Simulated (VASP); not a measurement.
The system is H.

```
H
1.0
     2.71575   -2.56495    0.00000
     2.71575    2.56495    0.00000
     0.00000    0.00000    4.42481
H
4
Direct
  0.95205 0.04795 0.06412
  0.45205 0.54795 0.43588
  0.54795 0.45205 0.56412
  0.04795 0.95205 0.93588
```

Program: VASP 6.6.1. Alike in all runs: task single point; potentials or basis VASP PAW PBE potentials, release 64 (H); no spin polarisation; cell as given; cutoff (eV) 520; smearing gaussian 0.02 eV.

Task: Order these runs on this cell by their band gap on the k mesh, lowest first.
A. level HSE06; k mesh 6 × 6 × 4; grid for exact exchange (PRECFOCK) Normal; screening parameter 0.2079 1/Å
B. level PBE; k mesh 6 × 6 × 6
C. level PBE0; k mesh 6 × 6 × 4; grid for exact exchange (PRECFOCK) Normal

Result: B (9.32 eV), A (10.87 eV), C (11.65 eV).

A k mesh can miss the band edges.
